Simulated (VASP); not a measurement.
ZnS:

```
Zn S
1.0
     3.80548    0.00000    0.00000
    -1.90274    3.29564    0.00000
     0.00000    0.00000    6.24405
Zn S
2 2
Direct
  0.33333 0.66667 0.00034
  0.66667 0.33333 0.50034
  0.33333 0.66667 0.37466
  0.66667 0.33333 0.87466
```

Base run:

* Program: VASP 6.6.1
* Functional: r2SCAN
* Potentials or basis: VASP PAW PBE potentials, release 64 (Zn, S)
* Cutoff: 520 eV
* k mesh: 12 × 12 × 4
* Occupations: gaussian, width 0.01 eV
* Spin: no spin polarisation

Its results: band gap on the k mesh 2.79 eV, direct; pressure 0.1 GPa.

Problem. The run is repeated on the same cell with these changes: functional from r2SCAN to PBE; occupations from gaussian, width 0.01 eV to fermi-dirac, width 0.02 eV. What comes out?

Solution. Band gap on the k mesh 2.22 eV, direct; pressure 2.4 GPa.

Caveats: the PAW data sets were made with another functional, which shifts forces and pressure a little (some runs).

A k mesh can miss the band edges.
